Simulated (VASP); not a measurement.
# Si3N in VASP: single point with PBE+D3(BJ)

Aim: the single point of Si3N with PBE+D3(BJ).

Program: VASP 6.6.1. These are calculated values, not measurements. Logs are shortened: lines on timing, memory, paths and dates and some standing lists are left out, and cuts for length are marked.

### Step 1. The cell of the first run

The cell holds a slab with vacuum, 8 atoms: a = 3.833 Å, b = 5.421 Å, c = 22.488 Å, α = 90.00°, β = 90.00°, γ = 90.00°.

### Step 2. Single point, PBE+D3(BJ)

Contents of INCAR:

```
SYSTEM = Si3N
PREC = Accurate ; ENCUT = 520
EDIFF = 1E-7 ; ISMEAR = 0
SIGMA = 0.05 ; LREAL = .FALSE.
LASPH = .TRUE. ; NELM = 60
ALGO = Normal ; ISIF = 2
LWAVE = .FALSE. ; LCHARG = .FALSE.
LDIPOL = .TRUE. ; IDIPOL = 3
DIPOL = 0.5 0.5 0.328 ; GGA = PE
IVDW = 12 ; NBANDS = 27
```

Contents of KPOINTS:

```
regular mesh
0
G
  7 5 1
  0 0 0
```

Contents of POSCAR:

```
Si3N
1.0
    3.8333442755      0.0000000000      0.0000000000
    0.0000000000      5.4211674636      0.0000000000
    0.0000000000      0.0000000000     22.4877586337
Si N
6 2
Direct
    0.5000000000      0.0000000000      0.1778745523
    0.0000000000      0.2500000000      0.1778745523
    0.0000000000      0.5038839981      0.2608672216
    0.5000000000      0.7461160019      0.2608672216
    0.5000000000      0.0086033066      0.3418641564
    0.0000000000      0.2413966934      0.3418641564
    0.5000000000      0.3419366399      0.5063981173
    0.5000000000      0.3419366399      0.5553136192
```

Potentials or basis: VASP PAW PBE potentials, release 64 (Si, N).

Run with:

```bash
cat potpaw_PBE.64/Si/POTCAR potpaw_PBE.64/N/POTCAR > POTCAR
mpirun -np 1 vasp_std > vasp.out
```

OUTCAR:

```text
SYSTEM = Si3N
   PREC = Accurate
   ENCUT = 520
   EDIFF = 1E-7
   ISMEAR = 0
   LREAL = .FALSE.
   LASPH = .TRUE.
   NELM = 60
   ISIF = 2
   GGA = PE
   IVDW = 12
 IVDW          = 12

 ion  position               nearest neighbor table
   1  0.500  0.000  0.178-   4 2.32   2 2.35   2 2.35
   2  0.000  0.250  0.178-   3 2.32   1 2.35   1 2.35
   3  0.000  0.504  0.261-   6 2.31   2 2.32   4 2.32   4 2.32
   4  0.500  0.746  0.261-   5 2.31   1 2.32   3 2.32   3 2.32
   5  0.500  0.009  0.342-   6 2.29   6 2.29   4 2.31
   6  0.000  0.241  0.342-   5 2.29   5 2.29   3 2.31
   7  0.500  0.342  0.506-   8 1.10
   8  0.500  0.342  0.555-   7 1.10

  LATTYP: Found a simple orthorhombic cell.
 ALAT       =     3.8333442755
 B/A-ratio  =     1.4142135624
 C/A-ratio  =     5.8663550721

  Lattice vectors:

 A1 = (   3.8333442755,   0.0000000000,   0.0000000000)
 A2 = (   0.0000000000,   5.4211674636,   0.0000000000)
 A3 = (   0.0000000000,   0.0000000000,  22.4877586337)

Analysis of symmetry for initial positions (statically):
=====================================================================
 Subroutine PRICEL returns:
 Original cell was already a primitive cell.

 Routine SETGRP: Setting up the symmetry group for a
 simple orthorhombic supercell.

 Subroutine GETGRP returns: Found  2 space group operations
 (whereof  2 operations were pure point group operations)
 out of a pool of  8 trial point group operations.

The static configuration has the point symmetry C_1h.

Analysis of symmetry for dynamics (positions and initial velocities):
=====================================================================
 Subroutine PRICEL returns:
 Original cell was already a primitive cell.

 Routine SETGRP: Setting up the symmetry group for a
 simple orthorhombic supercell.

 Subroutine GETGRP returns: Found  2 space group operations
 (whereof  2 operations were pure point group operations)
 out of a pool of  8 trial point group operations.

The dynamic configuration has the point symmetry C_1h.

 Subroutine INISYM returns: Found  2 space group operations
 (whereof  2 operations are pure point group operations),
 and found     1 'primitive' translations

----------------------------------------------------------------------------------------

                                     Primitive cell

  volume of cell :     467.3226

  direct lattice vectors                    reciprocal lattice vectors
     3.833344276  0.000000000  0.000000000     0.260868821  0.000000000  0.000000000
     0.000000000  5.421167464  0.000000000     0.000000000  0.184462112  0.000000000
     0.000000000  0.000000000 22.487758634     0.000000000  0.000000000  0.044468638

  length of vectors
     3.833344276  5.421167464 22.487758634     0.260868821  0.184462112  0.044468638

  position of ions in fractional coordinates (direct lattice)
     0.500000000  0.000000000  0.177874552
     0.000000000  0.250000000  0.177874552
     0.000000000  0.503883998  0.260867222
     0.500000000  0.746116002  0.260867222
     0.500000000  0.008603307  0.341864156
     0.000000000  0.241396693  0.341864156
     0.500000000  0.341936640  0.506398117
     0.500000000  0.341936640  0.555313619

  ion indices of the primitive-cell ions
   primitive index   ion index
                 1           1
                 2           2
                 3           3
                 4           4
                 5           5
                 6           6
                 7           7
                 8           8

----------------------------------------------------------------------------------------

 KPOINTS: regular mesh

Automatic generation of k-mesh.
 Grid dimensions read from file:
 generate k-points for:    7    5    1

 Generating k-lattice:

  Cartesian coordinates                     Fractional coordinates (reciprocal lattice)
     0.037266974  0.000000000  0.000000000     0.142857143  0.000000000  0.000000000
     0.000000000  0.036892422  0.000000000     0.000000000  0.200000000  0.000000000
     0.000000000  0.000000000  0.044468638     0.000000000  0.000000000  1.000000000

  Length of vectors
     0.037266974  0.036892422  0.044468638

  Shift w.r.t. Gamma in fractional coordinates (k-lattice)
     0.000000000  0.000000000  0.000000000

 Subroutine IBZKPT returns following result:
 ===========================================

 Found     12 irreducible k-points:

 Following reciprocal coordinates:
            Coordinates               Weight
  0.000000  0.000000  0.000000      1.000000
  0.142857  0.000000  0.000000      2.000000
  0.285714  0.000000  0.000000      2.000000
  0.428571  0.000000  0.000000      2.000000
  0.000000  0.200000  0.000000      2.000000
  0.142857  0.200000  0.000000      4.000000
  0.285714  0.200000  0.000000      4.000000
  0.428571  0.200000  0.000000      4.000000
  0.000000  0.400000  0.000000      2.000000
  0.142857  0.400000  0.000000      4.000000
  0.285714  0.400000  0.000000      4.000000
  0.428571  0.400000  0.000000      4.000000
   k-points           NKPTS =     12   k-points in BZ     NKDIM =     12   number of bands    NBANDS=     27
   number of dos      NEDOS =    301   number of ions     NIONS =      8
   total plane-waves  NPLWV = 201600
   dimension x,y,z NGX =    30 NGY =   40 NGZ =  168
   dimension x,y,z NGXF=    60 NGYF=   80 NGZF=  336
   ions per type =               6   2
   NGX,Y,Z   is equivalent  to a cutoff of  13.01, 12.27, 12.42 a.u.
   NGXF,Y,Z  is equivalent  to a cutoff of  26.02, 24.53, 24.84 a.u.
 SYSTEM =  Si3N
   PREC   = accura    normal or accurate (medium, high low for compatibility)
   ISTART =      0    job   : 0-new  1-cont  2-samecut
   ICHARG =      2    charge: 1-file 2-atom 10-const
   ISPIN  =      1    spin polarized calculation?
   LNONCOLLINEAR =      F non collinear calculations
   LSORBIT =      F    spin-orbit coupling
   LASPH  =      T    aspherical Exc in radial PAW
   ENCUT  =  520.0 eV  38.22 Ry    6.18 a.u.   7.13 10.08 41.81*2*pi/ulx,y,z
   NELM   =     60;   NELMIN=  2; NELMDL= -5     # of ELM steps
   EDIFF  = 0.1E-06   stopping-criterion for ELM
   LREAL  =      F    real-space projection
   EDIFFG = 0.1E-05   stopping-criterion for IOM
   NSW    =      0    number of steps for IOM
   IBRION =     -1    ionic relax: 0-MD 1-quasi-New 2-CG
   NFREE  =      0    steps in history (QN), initial steepest desc. (CG)
   ISIF   =      2    stress and relaxation
   ISYM   =      2    0-nonsym 1-usesym 2-fastsym
   POTIM  = 0.5000    time-step for ionic-motion
   TEBEG  =    0.0;   TEEND  =   0.0 temperature during run
   PSTRESS=    0.0 pullay stress
   NELECT =      34.0000    total number of electrons
   NUPDOWN=      -1.0000    fix difference up-down
   EMIN   =  10.00;   EMAX   =-10.00  energy-range for DOS
   EFERMI =   0.00;   METHOD = LEGACY
   ISMEAR =     0;   SIGMA  =   0.05  broadening in eV -4-tet -1-fermi 0-gaus
   EFERMI_NEDOS =   21; number of points for ismear=-14 and -15
   IALGO  =     38    algorithm
   IMIX   =      4    mixing-type and parameters
     AMIX     =   0.40;   BMIX     =  1.00
     AMIX_MAG =   1.60;   BMIX_MAG =  1.00
  volume/ion in A,a.u.               =      58.42       394.21
  Fermi-wavevector in a.u.,A,eV,Ry     =   0.683432  1.291500  6.355006  0.467080
  Thomas-Fermi vector in A             =   1.762794
   LORBIT       =      0    0 simple, 1 ext, 2 COOP (PROOUT), +10 PAW based schemes
   GGA     = PE    functional components
   LHFCALC =     F    Hartree Fock is set to
   AEXX    =    0.0000 exact exchange contribution
   IVDW    =    12    specifies the selected vdW correction
   LEPSILON=     F    determine dielectric tensor
   LRPA    =     F    only Hartree local field effects (RPA)
 non-spin polarized calculation
 Gauss-broadening in eV      SIGMA  =   0.05
  energy-cutoff  :      520.00
  volume of cell :      467.32
 maximum number of plane-waves:     12627
 NGX is ok and might be reduce to    30
   NGX = 15   NGY = 21   NGZ = 83

 dipolmoment           0.000000      0.000000      0.000012 electrons x Angstroem

 number of electron      34.0000000 magnetization

 dipolmoment           0.000000      0.000000     -0.004498 electrons x Angstroem

 Free energy of the ion-electron system (eV)
  ---------------------------------------------------
  ext. energy  EPLUGINS =         0.00000000
  ---------------------------------------------------
  free energy    TOTEN  =       -45.02866871 eV

  energy without entropy =      -45.02219356  energy(sigma->0) =      -45.02543113

 E-fermi :  -1.7232     XC(G=0):  -3.8648

 val. band max:       -1.7436831753   @ k =   0.2857   0.2000   0.0000
 cond. band min:      -1.7064597267   @ k =   0.2857   0.4000   0.0000
 fundamental gap:      0.0372234485
 Fermi energy:        -1.7231578418

 k-point     1 :       0.0000    0.0000    0.0000
  band No.  band energies     occupation
      1     -25.5694      2.00000
      2     -13.1390      2.00000
      3     -11.2887      2.00000
      4     -10.6570      2.00000
      5      -9.8344      2.00000
      6      -8.8254      2.00000
[... 19 lines left out ...]
     26       1.6462      0.00000
     27       2.3945      0.00000

 k-point     2 :       0.1429    0.0000    0.0000
  band No.  band energies     occupation
      1     -25.5661      2.00000
      2     -12.9587      2.00000
      3     -11.1032      2.00000
      4     -10.6419      2.00000
      5      -9.6420      2.00000
      6      -8.9083      2.00000
[... 19 lines left out ...]
     26       2.2363      0.00000
     27       2.6196      0.00000

 k-point     3 :       0.2857    0.0000    0.0000
  band No.  band energies     occupation
      1     -25.5588      2.00000
      2     -12.4264      2.00000
      3     -10.6286      2.00000
      4     -10.5310      2.00000
      5      -9.4605      2.00000
      6      -9.0675      2.00000
[... 19 lines left out ...]
     26       2.5491      0.00000
     27       3.2159      0.00000

 k-point     4 :       0.4286    0.0000    0.0000
  band No.  band energies     occupation
      1     -25.5530      2.00000
      2     -11.5754      2.00000
      3     -10.5886      2.00000
      4     -10.4977      2.00000
      5      -9.6478      2.00000
      6      -8.9796      2.00000
[... 19 lines left out ...]
     26       2.8111      0.00000
     27       3.3791      0.00000

 k-point     5 :       0.0000    0.2000    0.0000
  band No.  band energies     occupation
      1     -25.5694      2.00000
      2     -12.9731      2.00000
      3     -11.2369      2.00000
      4     -10.6760      2.00000
      5     -10.6340      2.00000
      6      -8.8331      2.00000
[... 19 lines left out ...]
     26       1.9539      0.00000
     27       2.5652      0.00000

 k-point     6 :       0.1429    0.2000    0.0000
  band No.  band energies     occupation
      1     -25.5661      2.00000
      2     -12.7947      2.00000
      3     -11.0523      2.00000
      4     -10.6422      2.00000
      5     -10.5051      2.00000
      6      -8.8239      2.00000
[... 84 lines left out ...]
      1     -25.5692      2.00000
      2     -12.4839      2.00000
      3     -11.6963      2.00000
      4     -11.1120      2.00000
      5     -10.6527      2.00000
      6      -8.8453      2.00000
[... 19 lines left out ...]
     26       2.5904      0.00000
     27       2.6635      0.00000

 k-point    10 :       0.1429    0.4000    0.0000
  band No.  band energies     occupation
      1     -25.5660      2.00000
      2     -12.3116      2.00000
      3     -11.5350      2.00000
      4     -10.9290      2.00000
      5     -10.6375      2.00000
      6      -8.8355      2.00000
[... 19 lines left out ...]
     26       2.4329      0.00000
     27       2.7156      0.00000

 k-point    11 :       0.2857    0.4000    0.0000
  band No.  band energies     occupation
      1     -25.5587      2.00000
      2     -11.8152      2.00000
      3     -11.0977      2.00000
      4     -10.6136      2.00000
      5     -10.3770      2.00000
      6      -8.8652      2.00000
[... 19 lines left out ...]
     26       2.8867      0.00000
     27       3.4992      0.00000

 k-point    12 :       0.4286    0.4000    0.0000
  band No.  band energies     occupation
      1     -25.5529      2.00000
      2     -11.1045      2.00000
      3     -10.7017      2.00000
      4     -10.5846      2.00000
      5      -9.5110      2.00000
      6      -8.9769      2.00000
[... 19 lines left out ...]
     26       2.7153      0.00000
     27       3.1945      0.00000

------------------------ aborting loop because EDIFF is reached ----------------------------------------

 vacuum level on the upper side and lower side of the slab       (xc-potential included)        -0.056        -0.008

 Edisp (eV)   -1.60620

 E8    (eV) :    -0.6833

  FORCE on cell =-STRESS in cart. coord.  units (eV):
  Direction    XX          YY          ZZ          XY          YZ          ZX
  --------------------------------------------------------------------------------------
  -------------------------------------------------------------------------------------
  Total       0.12974     0.15814     2.52377     0.00000    -0.00869     0.00000
  in kB       0.44481     0.54218     8.65255     0.00000    -0.02979     0.00000
  external pressure =        3.21 kB  Pullay stress =        0.00 kB

 VOLUME and BASIS-vectors are now :
 -----------------------------------------------------------------------------
  energy-cutoff  :      520.00
  volume of cell :      467.32
      direct lattice vectors                 reciprocal lattice vectors
     3.833344276  0.000000000  0.000000000     0.260868821  0.000000000  0.000000000
     0.000000000  5.421167464  0.000000000     0.000000000  0.184462112  0.000000000
     0.000000000  0.000000000 22.487758634     0.000000000  0.000000000  0.044468638

 POSITION                                       TOTAL-FORCE (eV/Angst)
 -----------------------------------------------------------------------------------
      1.91667      0.00000      4.00000         0.000000      0.556276     -0.053957
      0.00000      1.35529      4.00000         0.000000     -0.557443     -0.049425
      0.00000      2.73164      5.86632         0.000000     -0.080642     -0.002942
      1.91667      4.04482      5.86632         0.000000      0.088507      0.000316
      1.91667      0.04664      7.68776         0.000000      0.000497      0.071624
      0.00000      1.30865      7.68776         0.000000     -0.007649      0.059881
      1.91667      1.85370     11.38776         0.000000      0.001666     -2.149355
      1.91667      1.85370     12.48776         0.000000     -0.001212      2.123859
 -----------------------------------------------------------------------------------
    total drift:                                0.000000     -0.000204     -0.000596

  FREE ENERGIE OF THE ION-ELECTRON SYSTEM (eV)
  ---------------------------------------------------
  free  energy   TOTEN  =       -46.6348640602 eV

  energy  without entropy=      -46.6283889118  energy(sigma->0) =      -46.63162649

 vacuum level on the upper side and lower side of the slab         3.059         3.098
```

Run time: 6.9 min. Hardware: 1 thread of Intel Xeon Platinum 8259CL at 2.50GHz (Skylake/Cascade Lake), shared host; peak memory 0.5 GiB.

What came out:

```yaml
Free_energy: -46.6349 eV
Largest_force: 2.149 eV/Å
Band_gap_on_the_k_mesh: zero (bands 17 and 18 overlap by 0.29 eV)
Dispersion_energy_per_atom: -0.201 eV
```

Forces on the atoms (eV/Å):
```
Si   0.000  0.556 -0.054
Si   0.000 -0.557 -0.049
Si   0.000 -0.081 -0.003
Si   0.000  0.089  0.000
Si   0.000  0.000  0.072
Si   0.000 -0.008  0.060
N    0.000  0.002 -2.149
N    0.000 -0.001  2.124
```

Caveat: the standard files for N, O and F lose accuracy on very short bonds.

The gap in the log of VASP goes by the Fermi energy; the results here count the filled bands.